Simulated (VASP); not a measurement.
Set up this calculation in VASP 6.6.1, as the native input.

| Quantity | Value |
| --- | --- |
| Task | single point |
| Functional | r2SCAN |
| Potentials or basis | VASP PAW PBE potentials, release 64 (Re) |
| Cutoff | 660 eV |
| k mesh | 7 × 7 × 4, shifted |
| Occupations | gaussian, width 0.01 eV |
| Spin | no spin polarisation |
| Dipole correction | no |
| Further INCAR settings | ALGO = Normal; EDIFF = 1e-06; NBANDS = 14 |

The system is Re.

```
CELL_PARAMETERS angstrom
2.76080 0.00000 0.00000
-1.38040 2.39092 0.00000
0.00000 0.00000 4.45820
ATOMIC_POSITIONS crystal
Re 0.33333 0.66667 0.27243
Re 0.66667 0.33333 0.75000
```

These files were run (other wordings do the same):

POSCAR

```
Re
1.0
    2.7608000000      0.0000000000      0.0000000000
   -1.3804000000      2.3909229300      0.0000000000
    0.0000000000      0.0000000000      4.4582000000
Re
2
Direct
    0.3333333333      0.6666666667      0.2724305774
    0.6666666667      0.3333333333      0.7500000000
```

INCAR.step1

```
SYSTEM = Re
ALGO     = Normal         ! electronic algorithm
EDIFF    = 1E-5           ! SCF threshold, eV
ENCUT    = 660            ! plane-wave cutoff, eV
GGA      = PE             ! functional
GGA_COMPAT= .FALSE.      
ISMEAR   = 0              ! smearing method
LASPH    = .TRUE.         ! aspherical terms in the spheres
LCHARG   = .FALSE.        ! write CHGCAR
LREAL    = .FALSE.        ! projectors in reciprocal space
LWAVE    = .TRUE.         ! write WAVECAR
NBANDS   = 14             ! bands
NELM     = 120            ! most SCF steps
PREC     = Accurate       ! precision mode
SIGMA    = 0.01           ! smearing width, eV
```

INCAR.step2

```
SYSTEM = Re
ALGO     = Normal         ! electronic algorithm
EDIFF    = 1E-6           ! SCF threshold, eV
ENCUT    = 660            ! plane-wave cutoff, eV
GGA_COMPAT= .FALSE.      
ISIF     = 2              ! what is computed and relaxed
ISMEAR   = 0              ! smearing method
ISTART   = 1            
LASPH    = .TRUE.         ! aspherical terms in the spheres
LCHARG   = .TRUE.         ! write CHGCAR
LELF     = .TRUE.         ! ELF
LMIXTAU  = .TRUE.       
LREAL    = .FALSE.        ! projectors in reciprocal space
LVHAR    = .TRUE.       
LWAVE    = .FALSE.        ! write WAVECAR
METAGGA  = R2SCAN         ! meta-GGA
NBANDS   = 14             ! bands
NELM     = 120            ! most SCF steps
PREC     = Accurate       ! precision mode
SIGMA    = 0.01           ! smearing width, eV
```

KPOINTS

```
Automatic mesh
0
Gamma
  7 7 4
  0 0 0.5
```

Potentials or basis: VASP PAW PBE potentials, release 64 (Re).

Run with:

```bash
$ cat potpaw_PBE.64/Re/POTCAR > POTCAR
$ cp INCAR.step1 INCAR
$ mpirun -np 1 vasp_std > vasp.out
$ cp INCAR.step2 INCAR
$ mpirun -np 1 vasp_std > vasp.out
```

Results of the run:

```yaml
Pressure: 1.4 GPa
Largest_force: 0.434 eV/Å
Band_gap_on_the_k_mesh: zero (bands 7 and 8 overlap by 2.67 eV)
```

Caveat: the k points lie up to 0.38 Å⁻¹ apart, too coarse for converged energies and pressures of a metal; the PAW data sets were made with another functional, which shifts forces and pressure a little; spin-orbit coupling is left out, which moves the levels of the heavy elements.

Run time: 71 s on 1 thread of Intel Xeon 8259CL, on a shared host, peak memory 0.17 GiB.
